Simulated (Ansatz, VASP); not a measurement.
In: VASP beside Ansatz

```
In
1.0
     3.34694    0.00000    0.00000
    -1.67347    2.89853    0.00000
     0.00000    0.00000    5.44851
In
2
Direct
  0.33333 0.66667 0.25000
  0.66667 0.33333 0.75000
```

Alike in both runs: functional r2SCAN; k mesh 11 × 11 × 6; occupations fermi-dirac, width 0.1 eV; no spin polarisation.

Ansatz relaxed the structure, and its values are those at the end. VASP's run is a single point on that final structure, the one shown.

```csv
,VASP,Ansatz
version,VASP 6.6.1,Ansatz 0.2.0
potentials or method,"VASP PAW PBE potentials, release 64 (In_d), cutoff 520 eV","plane waves (500 eV) with PAW, scalar-relativistic"
valence electrons in the cell,26,26
```

```tsv
	VASP	Ansatz	Ansatz less VASP
pressure (GPa)	0.0	0.0	-0.03
```

VASP's potentials were made for PBE, not for r2SCAN. With one functional, cell and mesh, what is left measures potentials, basis and numerics.
